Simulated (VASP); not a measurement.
# Ni3Ge (Pm-3m) in VASP: further runs

Runs on Ni3Ge. Level: PBEsol. Tasks: single point.

Program: VASP 6.6.1. These are calculated values, not measurements. Logs are shortened: lines on timing, memory, paths and dates and some standing lists are left out, and cuts for length are marked.

**1. The cell of the first run**

The structure is cubic, space group Pm-3m (No. 221). The conventional cell has a = 3.530 Å, b = 3.530 Å, c = 3.530 Å, α = 90.00°, β = 90.00°, γ = 90.00°. Ni (site symmetry 4/mmm) has 8 Ni at 2.50 Å and 4 Ge at 2.50 Å within 3.3 Å. Ge (site symmetry m-3m) has 12 Ni at 2.50 Å within 3.3 Å.

**2. Single point, PBEsol**

The input, INCAR:

```
SYSTEM = Ni3Ge
PREC = Accurate ; ENCUT = 520
EDIFF = 1E-6 ; ISMEAR = -1
SIGMA = 0.05 ; LREAL = .FALSE.
LASPH = .TRUE. ; NELM = 60
ALGO = Normal ; ISIF = 2
LWAVE = .FALSE. ; LCHARG = .TRUE.
GGA = PS ; LELF = .TRUE.
LVHAR = .TRUE. ; NBANDS = 30
```

The input, KPOINTS:

```
Automatic mesh
0
G
  12 12 12
  0 0 0
```

The input, POSCAR:

```
Ni3Ge
1.0
    3.5303341067      0.0000000000      0.0000000000
    0.0000000000      3.5303341067      0.0000000000
    0.0000000000      0.0000000000      3.5303341067
Ni Ge
3 1
Direct
    0.5000000000      0.0000000000      0.5000000000
    0.0000000000      0.5000000000      0.5000000000
    0.5000000000      0.5000000000      0.0000000000
    0.0000000000      0.0000000000      0.0000000000
```

Potentials or basis: VASP PAW PBE potentials, release 64 (Ni, Ge_d).

The run is started by

```
$ cat potpaw_PBE.64/Ni/POTCAR potpaw_PBE.64/Ge_d/POTCAR > POTCAR
$ mpirun -np 1 vasp_std > vasp.out
```

OUTCAR:

```text
SYSTEM = Ni3Ge
   PREC = Accurate
   ENCUT = 520
   EDIFF = 1E-6
   ISMEAR = -1
   LREAL = .FALSE.
   LASPH = .TRUE.
   NELM = 60
   ISIF = 2
   GGA = PS

 ion  position               nearest neighbor table
   1  0.500  0.000  0.500-   2 2.50   3 2.50   4 2.50   3 2.50   4 2.50   2 2.50   3 2.50   3 2.50
                             2 2.50   4 2.50   4 2.50   2 2.50
   2  0.000  0.500  0.500-   1 2.50   3 2.50   4 2.50   3 2.50   4 2.50   1 2.50   4 2.50   4 2.50
                             1 2.50   3 2.50   3 2.50   1 2.50
   3  0.500  0.500  0.000-   1 2.50   2 2.50   4 2.50   1 2.50   2 2.50   1 2.50   4 2.50   1 2.50
                             2 2.50   4 2.50   2 2.50   4 2.50
   4  0.000  0.000  0.000-   1 2.50   2 2.50   3 2.50   1 2.50   2 2.50   2 2.50   3 2.50   2 2.50
                             1 2.50   3 2.50   1 2.50   3 2.50

  LATTYP: Found a simple cubic cell.
 ALAT       =     3.5303341067

  Lattice vectors:

 A1 = (   3.5303341067,   0.0000000000,   0.0000000000)
 A2 = (   0.0000000000,   3.5303341067,   0.0000000000)
 A3 = (   0.0000000000,   0.0000000000,   3.5303341067)

Analysis of symmetry for initial positions (statically):
=====================================================================
 Subroutine PRICEL returns:
 Original cell was already a primitive cell.

 Routine SETGRP: Setting up the symmetry group for a
 simple cubic supercell.

 Subroutine GETGRP returns: Found 48 space group operations
 (whereof 48 operations were pure point group operations)
 out of a pool of 48 trial point group operations.

The static configuration has the point symmetry O_h .

Analysis of symmetry for dynamics (positions and initial velocities):
=====================================================================
 Subroutine PRICEL returns:
 Original cell was already a primitive cell.

 Routine SETGRP: Setting up the symmetry group for a
 simple cubic supercell.

 Subroutine GETGRP returns: Found 48 space group operations
 (whereof 48 operations were pure point group operations)
 out of a pool of 48 trial point group operations.

The dynamic configuration has the point symmetry O_h .

 Subroutine INISYM returns: Found 48 space group operations
 (whereof 48 operations are pure point group operations),
 and found     1 'primitive' translations

----------------------------------------------------------------------------------------

                                     Primitive cell

  volume of cell :      43.9995

  direct lattice vectors                    reciprocal lattice vectors
     3.530334107  0.000000000  0.000000000     0.283259309  0.000000000  0.000000000
     0.000000000  3.530334107  0.000000000     0.000000000  0.283259309  0.000000000
     0.000000000  0.000000000  3.530334107     0.000000000  0.000000000  0.283259309

  length of vectors
     3.530334107  3.530334107  3.530334107     0.283259309  0.283259309  0.283259309

  position of ions in fractional coordinates (direct lattice)
     0.500000000  0.000000000  0.500000000
     0.000000000  0.500000000  0.500000000
     0.500000000  0.500000000  0.000000000
     0.000000000  0.000000000  0.000000000

  ion indices of the primitive-cell ions
   primitive index   ion index
                 1           1
                 2           2
                 3           3
                 4           4

----------------------------------------------------------------------------------------

 KPOINTS: Automatic mesh

Automatic generation of k-mesh.
 Grid dimensions read from file:
 generate k-points for:   12   12   12

 Generating k-lattice:

  Cartesian coordinates                     Fractional coordinates (reciprocal lattice)
     0.023604942  0.000000000  0.000000000     0.083333333  0.000000000  0.000000000
     0.000000000  0.023604942  0.000000000     0.000000000  0.083333333  0.000000000
     0.000000000  0.000000000  0.023604942     0.000000000  0.000000000  0.083333333

  Length of vectors
     0.023604942  0.023604942  0.023604942

  Shift w.r.t. Gamma in fractional coordinates (k-lattice)
     0.000000000  0.000000000  0.000000000

 Subroutine IBZKPT returns following result:
 ===========================================

 Found     84 irreducible k-points:

 Following reciprocal coordinates:
            Coordinates               Weight
  0.000000  0.000000  0.000000      1.000000
  0.083333  0.000000  0.000000      6.000000
  0.166667  0.000000  0.000000      6.000000
  0.250000  0.000000  0.000000      6.000000
  0.333333  0.000000  0.000000      6.000000
  0.416667  0.000000  0.000000      6.000000
[... 16 lines left out ...]
  0.333333  0.333333  0.000000     12.000000
  0.416667  0.333333  0.000000     24.000000
 [... further k-points ...]
   k-points           NKPTS =     84   k-points in BZ     NKDIM =     84   number of bands    NBANDS=     30
   number of dos      NEDOS =    301   number of ions     NIONS =      4
   total plane-waves  NPLWV =  21952
   dimension x,y,z NGX =    28 NGY =   28 NGZ =   28
   dimension x,y,z NGXF=    56 NGYF=   56 NGZF=   56
   ions per type =               3   1
   NGX,Y,Z   is equivalent  to a cutoff of  13.19, 13.19, 13.19 a.u.
   NGXF,Y,Z  is equivalent  to a cutoff of  26.37, 26.37, 26.37 a.u.
 SYSTEM =  Ni3Ge
   PREC   = accura    normal or accurate (medium, high low for compatibility)
   ISTART =      0    job   : 0-new  1-cont  2-samecut
   ICHARG =      2    charge: 1-file 2-atom 10-const
   ISPIN  =      1    spin polarized calculation?
   LNONCOLLINEAR =      F non collinear calculations
   LSORBIT =      F    spin-orbit coupling
   LASPH  =      T    aspherical Exc in radial PAW
   ENCUT  =  520.0 eV  38.22 Ry    6.18 a.u.   6.56  6.56  6.56*2*pi/ulx,y,z
   NELM   =     60;   NELMIN=  2; NELMDL= -5     # of ELM steps
   EDIFF  = 0.1E-05   stopping-criterion for ELM
   LREAL  =      F    real-space projection
   EDIFFG = 0.1E-04   stopping-criterion for IOM
   NSW    =      0    number of steps for IOM
   IBRION =     -1    ionic relax: 0-MD 1-quasi-New 2-CG
   NFREE  =      0    steps in history (QN), initial steepest desc. (CG)
   ISIF   =      2    stress and relaxation
   ISYM   =      2    0-nonsym 1-usesym 2-fastsym
   POTIM  = 0.5000    time-step for ionic-motion
   TEBEG  =    0.0;   TEEND  =   0.0 temperature during run
   PSTRESS=    0.0 pullay stress
   NELECT =      44.0000    total number of electrons
   NUPDOWN=      -1.0000    fix difference up-down
   EMIN   =  10.00;   EMAX   =-10.00  energy-range for DOS
   EFERMI =   0.00;   METHOD = LEGACY
   ISMEAR =    -1;   SIGMA  =   0.05  broadening in eV -4-tet -1-fermi 0-gaus
   EFERMI_NEDOS =   21; number of points for ismear=-14 and -15
   IALGO  =     38    algorithm
   IMIX   =      4    mixing-type and parameters
     AMIX     =   0.40;   BMIX     =  1.00
     AMIX_MAG =   1.60;   BMIX_MAG =  1.00
  volume/ion in A,a.u.               =      11.00        74.23
  Fermi-wavevector in a.u.,A,eV,Ry     =   1.637105  3.093680 36.465156  2.680113
  Thomas-Fermi vector in A             =   2.728300
   LORBIT       =      0    0 simple, 1 ext, 2 COOP (PROOUT), +10 PAW based schemes
   GGA     = PS    functional components
   LHFCALC =     F    Hartree Fock is set to
   AEXX    =    0.0000 exact exchange contribution
   IVDW    =     0    specifies the selected vdW correction
   LEPSILON=     F    determine dielectric tensor
   LRPA    =     F    only Hartree local field effects (RPA)
 non-spin polarized calculation
  energy-cutoff  :      520.00
  volume of cell :       44.00
 maximum number of plane-waves:      1213
 NGX is ok and might be reduce to    28
   NGX = 13   NGY = 13   NGZ = 13

 number of electron      43.9999972 magnetization

 Free energy of the ion-electron system (eV)
  ---------------------------------------------------
  ext. energy  EPLUGINS =         0.00000000
  ---------------------------------------------------
  free energy    TOTEN  =       -24.74785942 eV

  energy without entropy =      -24.73130692  energy(sigma->0) =      -24.73958317

 E-fermi :  10.2019     XC(G=0): -13.6500

 val. band max:       10.1805005681   @ k =   0.0833   0.0833   0.0000
 cond. band min:      10.2149259192   @ k =   0.4167   0.4167   0.3333
 fundamental gap:      0.0344253511
 Fermi energy:        10.2018881790

 k-point     1 :       0.0000    0.0000    0.0000
  band No.  band energies     occupation
      1     -14.3888      2.00000
      2     -14.3888      2.00000
      3     -14.3741      2.00000
      4     -14.3741      2.00000
      5     -14.3741      2.00000
      6      -2.3619      2.00000
[... 22 lines left out ...]
     29      20.7291      0.00000
     30      20.7291      0.00000

 k-point     2 :       0.0833    0.0000    0.0000
  band No.  band energies     occupation
      1     -14.3885      2.00000
      2     -14.3870      2.00000
      3     -14.3741      2.00000
      4     -14.3741      2.00000
      5     -14.3740      2.00000
      6      -2.2830      2.00000
[... 22 lines left out ...]
     29      20.5539      0.00000
     30      20.5539      0.00000

 k-point     3 :       0.1667    0.0000    0.0000
  band No.  band energies     occupation
      1     -14.3876      2.00000
      2     -14.3821      2.00000
      3     -14.3742      2.00000
      4     -14.3742      2.00000
      5     -14.3737      2.00000
      6      -2.0505      2.00000
[... 22 lines left out ...]
     29      19.8760      0.00000
     30      20.0271      0.00000

 k-point     4 :       0.2500    0.0000    0.0000
  band No.  band energies     occupation
      1     -14.3865      2.00000
      2     -14.3753      2.00000
      3     -14.3743      2.00000
      4     -14.3743      2.00000
      5     -14.3734      2.00000
      6      -1.6783      2.00000
[... 22 lines left out ...]
     29      18.7860      0.00000
     30      20.6274      0.00000

 k-point     5 :       0.3333    0.0000    0.0000
  band No.  band energies     occupation
      1     -14.3854      2.00000
      2     -14.3745      2.00000
      3     -14.3745      2.00000
      4     -14.3731      2.00000
      5     -14.3686      2.00000
      6      -1.2024      2.00000
[... 22 lines left out ...]
     29      18.2285      0.00000
     30      21.0265      0.00000
[... 526 lines left out ...]
     29      20.5698      0.00000
     30      21.1347      0.00000

 k-point    22 :       0.5000    0.2500    0.0000
  band No.  band energies     occupation
      1     -14.3809      2.00000
      2     -14.3768      2.00000
      3     -14.3743      2.00000
      4     -14.3734      2.00000
      5     -14.3559      2.00000
      6       0.0421      2.00000
[... 22 lines left out ...]
     29      20.6939      0.00000
     30      21.4162      0.00000

 k-point    23 :       0.3333    0.3333    0.0000
  band No.  band energies     occupation
      1     -14.3819      2.00000
      2     -14.3755      2.00000
      3     -14.3740      2.00000
      4     -14.3738      2.00000
      5     -14.3572      2.00000
      6      -0.1865      2.00000
[... 22 lines left out ...]
     29      20.3211      0.00000
     30      20.7370      0.00000

 k-point    24 :       0.4167    0.3333    0.0000
  band No.  band energies     occupation
      1     -14.3835      2.00000
      2     -14.3746      2.00000
      3     -14.3741      2.00000
      4     -14.3738      2.00000
      5     -14.3532      2.00000
      6       0.2082      2.00000
[... 22 lines left out ...]
     29      20.0571      0.00000
     30      21.1051      0.00000

 [... further k-points ...]

------------------------ aborting loop because EDIFF is reached ----------------------------------------

  FORCE on cell =-STRESS in cart. coord.  units (eV):
  Direction    XX          YY          ZZ          XY          YZ          ZX
  --------------------------------------------------------------------------------------
  -------------------------------------------------------------------------------------
  Total       -0.1678349     -0.1678349     -0.1678349      0.0000000     -0.0000000      0.0000000
  in kB       -6.1114679     -6.1114679     -6.1114679      0.0000000     -0.0000000      0.0000000
  external PRESSURE =      -6.1114679 kB  Pullay stress =       0.0000000 kB

 VOLUME and BASIS-vectors are now :
 -----------------------------------------------------------------------------
  energy-cutoff  :      520.00
  volume of cell :       44.00
      direct lattice vectors                 reciprocal lattice vectors
     3.530334107  0.000000000  0.000000000     0.283259309  0.000000000  0.000000000
     0.000000000  3.530334107  0.000000000     0.000000000  0.283259309  0.000000000
     0.000000000  0.000000000  3.530334107     0.000000000  0.000000000  0.283259309

 POSITION                                       TOTAL-FORCE (eV/Angst)
 -----------------------------------------------------------------------------------
      1.76517      0.00000      1.76517         0.000000      0.000000      0.000000
      0.00000      1.76517      1.76517         0.000000      0.000000      0.000000
      1.76517      1.76517      0.00000         0.000000      0.000000      0.000000
      0.00000      0.00000      0.00000         0.000000      0.000000      0.000000
 -----------------------------------------------------------------------------------
    total drift:                                0.000000      0.000000      0.000000

  FREE ENERGIE OF THE ION-ELECTRON SYSTEM (eV)
  ---------------------------------------------------
  free  energy   TOTEN  =       -24.7478594210 eV

  energy  without entropy=      -24.7313069216  energy(sigma->0) =      -24.73958317
```

It took 3.5 min on 1 thread of AMD EPYC 7R43 (Zen 3), shared host; peak memory 0.18 GiB.

What came out:

- Free energy: -24.7479 eV
- Pressure: -0.6 GPa
- Band gap on the k mesh: zero (band 22 reaches 10.22 eV, above the bottom of band 23 at 9.99 eV)

Levels at points of the mesh, in eV from the Fermi level:
| k point | band 19 | band 20 | band 21 | band 22 | band 23 | band 24 | band 25 | band 26 |
| --- | --- | --- | --- | --- | --- | --- | --- | --- |
| (0.00, 0.00, 0.00) | -0.59 | -0.59 | -0.30 | 0.02 | 0.02 | 0.02 | 3.96 | 6.88 |
| (0.50, 0.00, 0.00) | -1.25 | -1.15 | -0.54 | 0.02 | 3.61 | 3.61 | 4.67 | 5.76 |
| (0.50, 0.50, 0.00) | -1.21 | -1.12 | -0.95 | -0.94 | 0.63 | 0.63 | 5.71 | 6.45 |
| (0.50, 0.50, 0.50) | -1.18 | -1.18 | -0.53 | -0.21 | -0.21 | -0.21 | 0.69 | 4.21 |

Caveat: the PAW data sets were made with another functional, which shifts forces and pressure a little. Spin polarisation is off, so any magnetic state and its effect on volume and gap are missing.

**3. Single point, PBEsol**

The input, INCAR:

```
SYSTEM = Ni3Ge
PREC = Accurate
ENCUT = 520
EDIFF = 1E-6
ISMEAR = -1
SIGMA = 0.2
LREAL = .FALSE.
LASPH = .TRUE.
NELM = 100
ALGO = Normal
ISIF = 2
LWAVE = .FALSE.
LCHARG = .FALSE.
GGA = PS
NBANDS = 30
```

The input, KPOINTS:

```
regular mesh
0
G
  12 12 12
  0 0 0
```

POSCAR is that of step 2.

Potentials or basis: VASP PAW PBE potentials, release 64 (Ni, Ge_d).

The run is started by

```
$ cat potpaw_PBE.64/Ni/POTCAR potpaw_PBE.64/Ge_d/POTCAR > POTCAR
$ mpirun -np 1 vasp_std > vasp.out
```

It took 3.1 min on 1 thread of AMD EPYC 7R43 (Zen 3), shared host; peak memory 0.18 GiB.

The run converged. Its results:

| Quantity | Value |
| --- | --- |
| Free energy | -24.8893 eV |
| Pressure | 0.2 GPa |
| Band gap on the k mesh | zero (band 22 reaches 10.19 eV, above the bottom of band 23 at 9.97 eV) |

Levels at points of the mesh, in eV from the Fermi level:
```
           k point  band 18  band 19  band 20  band 21  band 22  band 23  band 24  band 25  band 26  band 27
(0.00, 0.00, 0.00)    -1.08    -0.74    -0.74    -0.43    -0.13    -0.13    -0.13     3.84     6.76     6.76
(0.50, 0.00, 0.00)    -1.45    -1.40    -1.28    -0.69    -0.13     3.50     3.50     4.55     5.64     5.64
(0.50, 0.50, 0.00)    -1.55    -1.35    -1.25    -1.09    -1.08     0.49     0.49     5.60     6.34     8.55
(0.50, 0.50, 0.50)    -1.48    -1.31    -1.31    -0.67    -0.35    -0.35    -0.35     0.56     4.08     4.08
```

Caveat: the PAW data sets were made with another functional, which shifts forces and pressure a little. Spin polarisation is off, so any magnetic state and its effect on volume and gap are missing.

**4. Single point, PBEsol**

The input, INCAR:

```
ALGO = Fast
EDIFF = 1E-6
ENCUT = 520
GGA = PS
ISIF = 2
ISMEAR = 1
LASPH = True
LCHARG = False
LREAL = False
LWAVE = False
NBANDS = 30
NELM = 80
PREC = Accurate
SIGMA = 0.5
```

The input, KPOINTS:

```
k-points
0
Gamma
  12 12 12
```

POSCAR is that of step 3.

The run is started by

```
$ cat potpaw_PBE.64/Ni/POTCAR potpaw_PBE.64/Ge_d/POTCAR > POTCAR
$ mpirun -np 1 vasp_std > vasp.out
```

It took 3.5 min on 1 thread of AMD EPYC 7R43 (Zen 3), shared host; peak memory 0.18 GiB.

Results (log left out):

```yaml
Free_energy: -24.7092 eV
Pressure: -1.2 GPa
Band_gap_on_the_k_mesh: zero (band 22 reaches 10.21 eV, above the bottom of band 23 at 9.98 eV)
```

Levels at points of the mesh, in eV from the Fermi level:
```tsv
k point	band 19	band 20	band 21	band 22	band 23	band 24	band 25	band 26
(0.00, 0.00, 0.00)	-0.62	-0.62	-0.32	-0.02	-0.02	-0.02	3.93	6.86
(0.50, 0.00, 0.00)	-1.28	-1.18	-0.57	-0.01	3.59	3.59	4.64	5.74
(0.50, 0.50, 0.00)	-1.24	-1.14	-0.98	-0.98	0.60	0.60	5.69	6.43
(0.50, 0.50, 0.50)	-1.20	-1.20	-0.56	-0.24	-0.24	-0.24	0.66	4.18
```

Caveat: the PAW data sets were made with another functional, which shifts forces and pressure a little.

**5. Summary**

| smearing | gap on the mesh (eV) | pressure (GPa) |
| --- | --- | --- |
| fermi-dirac 0.05 eV | none | -0.6 |
| fermi-dirac 0.2 eV | none | 0.2 |
| methfessel-paxton 0.5 eV | none | -1.2 |

Alike in all rows: task single point; level PBEsol; potentials or basis VASP PAW PBE potentials, release 64 (Ni, Ge_d); no spin polarisation; cell as given; k mesh 12 × 12 × 12; cutoff (eV) 520.

Every run on the cell as given and a fine mesh finds a metal.

Caveats: the PAW data sets were made with another functional, which shifts forces and pressure a little.

Total energies depend on the potentials used, so only differences within one code and one set of settings carry meaning.
